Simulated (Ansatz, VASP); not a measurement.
# Two plane-wave programs on Ti2CdSb3

The input INCAR:

```
SYSTEM = Ti2CdSb3
PREC = Accurate
ENCUT = 600
EDIFF = 1E-7
ISMEAR = -1
SIGMA = 0.1
LREAL = .FALSE.
LASPH = .TRUE.
NELM = 60
ALGO = Normal
ISIF = 3
LWAVE = .FALSE.
LCHARG = .FALSE.
GGA = PE
IBRION = 2
NSW = 60
EDIFFG = -0.01
```

Contents of KPOINTS:

```
regular mesh
0
G
  5 5 2
  0 0 0
```

POSCAR

```
Ti2CdSb3
1.0
    4.0630300000      0.0000000000      0.0000000000
    0.0000000000      4.0630300000      0.0000000000
    0.0000000000      0.0000000000      8.9512370000
Sb Ti Cd
3 2 1
Direct
    0.0000000000      0.5000000000      0.3835000000
    0.5000000000      0.0000000000      0.6165000000
    0.5000000000      0.5000000000      0.0000000000
    0.0000000000      0.5000000000      0.7315000000
    0.5000000000      0.0000000000      0.2685000000
    0.0000000000      0.0000000000      0.0000000000
```

Input for Ansatz:

```yaml
crystal:
  lattice:
    - [4.06303, 0.0, 0.0]
    - [0.0, 4.06303, 0.0]
    - [0.0, 0.0, 8.951237]
  atoms:
    - { symbol: Sb, position: [0.0, 0.5, 0.3835] }
    - { symbol: Sb, position: [0.5, 0.0, 0.6165] }
    - { symbol: Ti, position: [0.0, 0.5, 0.7315] }
    - { symbol: Ti, position: [0.5, 0.0, 0.2685] }
    - { symbol: Sb, position: [0.5, 0.5, 0.0] }
    - { symbol: Cd, position: [0.0, 0.0, 0.0] }
  symmetry: { tolerance: 0.0003 }
kpoints:
  mp_grid: { grid: [5, 5, 2], shift: [0, 0, 0] }
magnetization:
  spin_polarized: false
scf:
  occupations: { method: fermi_dirac }
hamiltonian:
  pseudopotentials: { kind: paw }
  xc: pbe
basis:
  ecutwfc: 420
output:
  forces: true
  stress: true
  eigenvalues: true
relax:
  max_steps: 40
  cell: {}
```

Alike in both runs: task relaxation of cell and atoms; functional PBE; k mesh 5 × 5 × 2; no spin polarisation.

```csv
,VASP,Ansatz
version,VASP 6.6.1,Ansatz 0.2.0
potentials or method,"VASP PAW PBE potentials, release 64 (Sb, Ti_sv, Cd), cutoff 600 eV",PAW plane waves
occupations,"fermi-dirac, width 0.1 eV",fermi-dirac
valence electrons in the cell,51,89
```

|  | VASP | Ansatz | Ansatz less VASP |
| --- | --- | --- | --- |
| gap on the k mesh at the Fermi level, each at its own relaxed structure (eV) | none | none | - |
| relaxed volume (Å³/atom) | 21.96 | 21.94 | -0.022 |
| relaxed cell length with the largest relative difference (Å) | 3.983 | 3.981 | -0.0021 |

A gap of «none» marks a metal or a gap that the smearing closes. VASP's potentials hold 51 valence electrons a cell and Ansatz's 89, so a difference there can come from the potentials and not from the codes.

Neither program's run includes spin-orbit coupling.
